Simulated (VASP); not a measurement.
Input of a VASP 6.6.1 run:

The input INCAR:

```
SYSTEM = Si2W
PREC     = Accurate       ! precision mode
ENCUT    = 520            ! plane-wave cutoff, eV
EDIFF    = 1E-7           ! SCF threshold, eV
ISMEAR   = -1             ! smearing method
SIGMA    = 0.1            ! smearing width, eV
LREAL    = .False.        ! projectors in reciprocal space
LASPH    = .True.         ! aspherical terms in the spheres
NELM     = 100            ! most SCF steps
ALGO     = Normal         ! electronic algorithm
ISIF     = 2              ! what is computed and relaxed
LWAVE    = .False.        ! write WAVECAR
LCHARG   = .False.        ! write CHGCAR
GGA      = PE             ! functional
NBANDS   = 18             ! bands
```

The input KPOINTS:

```
regular mesh
0
Gamma
  9 9 7
  0 0 0
```

Contents of POSCAR:

```
Si2W
1.0
    4.1202318442      0.0000000000      0.0000000000
   -2.0601159221      3.5682254466      0.0000000000
    0.0000000000      0.0000000000      2.5424306214
W Si
1 2
Direct
    0.0000000000      0.0000000000      0.0000000000
    0.3333333333      0.6666666667      0.5000000000
    0.6666666667      0.3333333333      0.5000000000
```

Potentials or basis: VASP PAW PBE potentials, release 64 (W_sv, Si).

Launch:

```bash
$ cat potpaw_PBE.64/W_sv/POTCAR potpaw_PBE.64/Si/POTCAR > POTCAR
$ mpirun -np 1 vasp_std > vasp.out
```

(1) Estimate the pressure.

(2) Estimate the band gap on the k mesh.

Results:

(1) 29.3 GPa.

(2) zero (band 11 reaches 15.22 eV, above the bottom of band 12 at 12.62 eV).

Caveat: spin-orbit coupling is left out, which moves the levels of the heavy elements.
